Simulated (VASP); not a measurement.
# Si: relaxation of cell and atoms with LDA

The system is Si.

```xyz
2
Lattice="0.0000 2.7010 2.7010 2.7010 0.0000 2.7010 2.7010 2.7010 0.0000" Properties=species:S:1:pos:R:3 pbc="T T T"
Si    4.0515    4.0515    4.0515
Si    2.7010    2.7010    2.7010
```

```json
{
 "Program": "VASP 6.6.1",
 "Task": "relaxation of cell and atoms",
 "Functional": "LDA",
 "Potentials or basis": "VASP PAW LDA potentials, release 64 (Si)",
 "Cutoff": "600 eV",
 "k mesh": "12 × 12 × 12",
 "Occupations": "gaussian, width 0.01 eV",
 "Spin": "no spin polarisation",
 "Dipole correction": "no",
 "Further INCAR settings": "ALGO = Normal; EDIFF = 1e-07; IBRION = 2; EDIFFG = -0.001; NSW = 80; ISIF = 3"
}
```

```
Relaxed volume                         : 19.72 Å³/atom
Relaxed cell                           : a = 3.820 Å, b = 3.820 Å, c = 3.820 Å, α = 60.00°, β = 60.00°, γ = 60.00°
Space group after relaxing (to 0.05 Å) : Fd-3m (No. 227)
Energy gained by relaxing              : 0.0 meV/atom
Ionic steps                            : 3
Pressure after relaxing                : 0.0 GPa
Band gap on the k mesh                 : 0.44 eV, indirect (least direct gap 2.53 eV)
```

Final structure:
```
CELL_PARAMETERS angstrom
0.00000 2.70148 2.70148
2.70148 0.00000 2.70148
2.70148 2.70148 0.00000
ATOMIC_POSITIONS crystal
Si 0.75000 0.75000 0.75000
Si 0.50000 0.50000 0.50000
```

Levels at points of the mesh, in eV from the valence-band top:
| k point | band 1 | band 2 | band 3 | band 4 | band 5 | band 6 | band 7 | band 8 |
| --- | --- | --- | --- | --- | --- | --- | --- | --- |
| (0.00, 0.00, 0.00) | -12.06 | 0.00 | 0.00 | 0.00 | 2.53 | 2.53 | 2.53 | 3.39 |
| (0.50, 0.00, 0.00) | -9.69 | -7.06 | -1.21 | -1.21 | 1.48 | 3.29 | 3.29 | 7.54 |
| (0.50, 0.50, 0.00) | -7.86 | -7.86 | -2.89 | -2.89 | 0.58 | 0.58 | 10.11 | 10.11 |

It took 17 s on 1 thread of Intel(R) Xeon(R) Platinum 8488C (Sapphire Rapids), with other jobs on the host, peak memory 0.15 GiB.

A k mesh can miss the band edges. LDA gaps usually lie below the measured ones, often by a third to a half.
